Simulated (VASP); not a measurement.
Wanted: the native input for a VASP 6.6.1 run.

```yaml
Task: single point
Functional: PBE
Potentials_or_basis: VASP PAW PBE potentials, release 64 (Lu)
Cutoff: 520 eV
k_mesh: 15 × 15 × 15
Occupations: fermi-dirac, width 0.1 eV
Spin: no spin polarisation
Dipole_correction: no
Further_INCAR_settings: ALGO = Normal; EDIFF = 1e-07; NBANDS = 18
```

The structure of Lu lies in POSCAR:

```
Lu
1.0
    0.0000000000      1.9628544317      1.9628544317
    1.9628544317      0.0000000000      1.9628544317
    1.9628544317      1.9628544317      0.0000000000
Lu
1
Direct
    0.0000000000      0.0000000000      0.0000000000
```

This cell differs from its parent crystal: volume scaled by 0.52.

The input as run:

INCAR

```
PREC = Accurate
ENCUT = 520
EDIFF = 1E-7
ISMEAR = -1
SIGMA = 0.1
LREAL = F
LASPH = T
NELM = 80
ALGO = Normal
ISIF = 2
LWAVE = F
LCHARG = F
GGA = PE
NBANDS = 18
```

KPOINTS

```
regular mesh
0
Gamma
  15 15 15
```

Potentials or basis: VASP PAW PBE potentials, release 64 (Lu).

The run is started by

```sh
$ cat potpaw_PBE.64/Lu/POTCAR > POTCAR
$ mpirun -np 1 vasp_std > vasp.out
```

Results of the run:

The pressure is 89.1 GPa.

It took 24 s on 1 thread of Intel(R) Xeon(R) 6975P-C (Granite Rapids), with other jobs on the host, peak memory 0.17 GiB.
